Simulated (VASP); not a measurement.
# SiO2: single point with PBE

The system is SiO2.

```
Si O
1.0
     4.30550    0.00000    0.00000
     0.00000    4.30550    0.00000
     0.00000    0.00000    2.66780
Si O
2 4
Direct
  0.00000 0.00000 0.00000
  0.50000 0.50000 0.50000
  0.30670 0.30670 0.00000
  0.19330 0.80670 0.50000
  0.69330 0.69330 0.00000
  0.80670 0.19330 0.50000
```

This cell differs from its parent crystal: equal xx and yy strain of +3 %.

```json
{"Program": "VASP 6.6.1", "Task": "single point", "Functional": "PBE", "Potentials or basis": "VASP PAW PBE potentials, release 64 (Si, O)", "Cutoff": "600 eV", "k mesh": "6 × 6 × 9", "Occupations": "fermi-dirac, width 0.03 eV", "Spin": "no spin polarisation"}
```

```
Pressure               : -6.0 GPa
Largest force          : 0.389 eV/Å
Band gap on the k mesh : 4.69 eV, direct
```

Forces on the atoms (eV/Å):
```
Si   0.000  0.000  0.000
Si   0.000  0.000  0.000
O    0.275  0.275  0.000
O   -0.275  0.275  0.000
O   -0.275 -0.275  0.000
O    0.275 -0.275  0.000
```

Stress tensor (GPa, compression positive):
```
-9.23  0.00  0.00
 0.00 -9.23  0.00
 0.00  0.00  0.57
```

Levels at points of the mesh, in eV from the valence-band top:
```tsv
k point	band 13	band 14	band 15	band 16	band 17	band 18	band 19	band 20
(0.00, 0.00, 0.00)	-2.35	-0.86	-0.86	0.00	4.69	6.90	8.40	8.40
(0.50, 0.00, 0.00)	-2.45	-2.45	-1.04	-1.04	7.14	7.14	9.05	9.05
(0.50, 0.50, 0.00)	-2.43	-2.43	-2.16	-2.16	6.94	6.94	9.84	9.84
```

Wall time 100 s on 1 thread of Intel Xeon 8259CL, with other jobs on the host, peak memory 0.21 GiB.

Caveat: the cell differs from its parent crystal (equal xx and yy strain of +3 %). A k mesh can miss the band edges.
